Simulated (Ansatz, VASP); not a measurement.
Ni in VASP and in Ansatz

Contents of INCAR:

```
PREC     = Accurate       # precision mode
ENCUT    = 520            # plane-wave cutoff, eV
EDIFF    = 1E-6           # SCF threshold, eV
ISMEAR   = -1             # smearing method
SIGMA    = 0.1            # smearing width, eV
LREAL    = F              # projectors in reciprocal space
LASPH    = T              # aspherical terms in the spheres
NELM     = 150            # most SCF steps
ALGO     = Normal         # electronic algorithm
ISIF     = 2              # what is computed and relaxed
LWAVE    = F              # write WAVECAR
LCHARG   = F              # write CHGCAR
ISPIN    = 2              # spin polarisation
MAGMOM   = 2 2            # initial moments
LORBIT   = 11             # projections on sites
LMAXMIX  = 4              # l up to which the mixer works
GGA      = PE             # functional
NBANDS   = 21             # bands
```

Contents of KPOINTS:

```
regular mesh
0
Gamma
  14 7 14
```

Contents of POSCAR:

```
Ni
1.0
    0.0000000000      1.7585000000      1.7585000000
    3.5170000000      0.0000000000      3.5170000000
    1.7585000000      1.7585000000      0.0000000000
Ni
2
Direct
    0.0000000000      0.0000000000      0.0000000000
    0.0000000000      0.5000000000      0.0000000000
```

Input for Ansatz:

```yaml
crystal:
  lattice:
    - [0.0, 1.7585, 1.7585]
    - [3.517, 0.0, 3.517]
    - [1.7585, 1.7585, 0.0]
  atoms:
    - { symbol: Ni, position: [0.0, 0.0, 0.0], spin: 2.0 }
    - { symbol: Ni, position: [0.0, 0.5, 0.0], spin: 2.0 }
magnetization:
  spin_polarized: true
hamiltonian:
  xc: pbe
  pseudopotentials: { kind: paw }
basis:
  ecutwfc: 420
kpoints:
  mp_grid: { grid: [14, 7, 14] }
scf:
  occupations: { method: fermi_dirac, width: 0.1 }
  lower_state_search: "off"
output:
  forces: true
  stress: true
  write_density: true
  write_potential: true
  elf: true
  volumetric_format: npy
```

Alike in both runs: task single point; functional PBE; k mesh 14 × 7 × 14; occupations fermi-dirac, width 0.1 eV; collinear spin.

|  | VASP | Ansatz |
| --- | --- | --- |
| version | VASP 6.6.1 | Ansatz 0.2.0 |
| potentials or method | VASP PAW PBE potentials, release 64 (Ni), cutoff 520 eV | PAW, plane waves, scalar-relativistic |
| valence electrons in the cell | 20 | 36 |

|  | VASP | Ansatz | Ansatz less VASP |
| --- | --- | --- | --- |
| pressure (GPa) | 0.5 | 0.6 | +0.11 |
| net moment per atom (μB) | 0.59 | 0.61 | +0.016 |
| size of the moment on the site where the two differ most (μB) | 0.60 | 0.65 | +0.043 |

Site moments also hang on the region over which each program counts them. With one functional, cell and mesh, what is left measures potentials, basis and numerics. VASP's potentials hold 20 valence electrons a cell and Ansatz's 36, so a difference there can come from the potentials and not from the codes.
